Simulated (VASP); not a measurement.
Write the native input for VASP 6.6.1 that does the following.

* Task: single point
* Functional: PBEsol
* Potentials or basis: VASP PAW PBE potentials, release 64 (Mg)
* Cutoff: 520 eV
* k mesh: 18 × 18 × 8
* Occupations: gaussian, width 0.1 eV
* Spin: no spin polarisation
* Dipole correction: no
* Further INCAR settings: ALGO = Fast; EDIFF = 1e-06; NBANDS = 9

The structure of Mg lies in POSCAR:

```
Mg
1.0
    3.1875764345      0.0000000000      0.0000000000
   -1.5937882173      2.7605221688      0.0000000000
    0.0000000000      0.0000000000      5.1161971804
Mg
2
Direct
    0.3333333333      0.6666666667      0.2500000000
    0.6666666667      0.3333333333      0.7500000000
```

These files were run (other wordings do the same):

INCAR

```
ALGO = Fast ; EDIFF = 1E-6
ENCUT = 520 ; GGA = PS
ISIF = 2 ; ISMEAR = 0
LASPH = T ; LCHARG = T
LELF = T ; LREAL = F
LVHAR = T ; LWAVE = F
NBANDS = 9 ; NELM = 60
PREC = Accurate ; SIGMA = 0.1
```

KPOINTS

```
k-points
0
Gamma
  18 18 8
```

Potentials or basis: VASP PAW PBE potentials, release 64 (Mg).

Command:

```sh
$ cat potpaw_PBE.64/Mg/POTCAR > POTCAR
$ mpirun -np 1 vasp_std > vasp.out
```

Results of the run:

```
Pressure               : -0.1 GPa
Band gap on the k mesh : zero (band 2 reaches 3.71 eV, above the bottom of band 3 at 1.56 eV)
```

Caveat: the PAW data sets were made with another functional, which shifts forces and pressure a little.

Wall time 23 s on 1 thread of AMD EPYC 9R45 96-Core Processor (Zen 5), with other jobs on the host, peak memory 0.17 GiB.
